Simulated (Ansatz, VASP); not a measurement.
**HfZrS4 in VASP and in Ansatz**

```
Zr Hf S
1.0
     7.25506   -1.83522    0.29487
     7.25506    1.83522    0.29487
    -3.00538    0.00000    5.59369
Zr Hf S
1 1 4
Direct
  0.50000 0.50000 0.50000
  0.00000 0.00000 0.00000
  0.38940 0.38940 0.05385
  0.88919 0.88919 0.55801
  0.61060 0.61060 0.94615
  0.11081 0.11081 0.44199
```

Alike in both runs: functional PBE; k mesh 6 × 6 × 6; occupations gaussian, width 0.1 eV; no spin polarisation.

Ansatz relaxed the structure, and its values are those at the end. VASP's run is a single point on that final structure, the one shown.

|  | VASP | Ansatz |
| --- | --- | --- |
| version | VASP 6.6.1 | Ansatz 0.2.0 |
| potentials or method | VASP PAW PBE potentials, release 64 (Zr_sv, Hf_pv, S), cutoff 520 eV | scalar-relativistic, plane waves, PAW |
| valence electrons in the cell | 46 | 62 |

```tsv
	VASP	Ansatz	Ansatz less VASP
gap on the k mesh at the Fermi level (eV)	1.15	1.14	-0.007
least direct gap on the mesh (eV)	1.15	1.14	-0.007
pressure (GPa)	-0.1	0.1	+0.27
rms of the force components (eV/Å)	0.022	0.005	-0.0169
```

With one functional, cell and mesh, what is left measures potentials, basis and numerics. VASP's potentials hold 46 valence electrons a cell and Ansatz's 62, so a difference there can come from the potentials and not from the codes.

Spin-orbit coupling is off throughout.
